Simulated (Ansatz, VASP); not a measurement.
Cu in VASP and in Ansatz

```
Cu
1.0
     0.00000    1.81855    1.81855
     1.81855    0.00000    1.81855
     1.81855    1.81855    0.00000
Cu
1
Direct
  0.00000 0.00000 0.00000
```

Alike in both runs: functional PBE; k mesh 8 × 8 × 8; occupations gaussian, width 0.1 eV; no spin polarisation.

Ansatz relaxed the structure, and its values are those at the end. VASP's run is a single point on that final structure, the one shown.

```csv
,VASP,Ansatz
version,VASP 6.6.1,Ansatz 0.2.0
potentials or method,"VASP PAW PBE potentials, release 64 (Cu), cutoff 600 eV","scalar-relativistic, plane waves, PAW"
valence electrons in the cell,11,19
```

```csv
,VASP,Ansatz,Ansatz less VASP
gap on the k mesh at the Fermi level (eV),none,none,-
pressure (GPa),0.5,0.0,-0.59
```

A gap of «none» marks a metal or a gap that the smearing closes. The functional is the same, so the differences come from potentials, cutoffs and numerics. VASP's potentials hold 11 valence electrons a cell and Ansatz's 19, so a difference there can come from the potentials and not from the codes.

The k mesh is coarse, so the values compare programs but aren't converged.
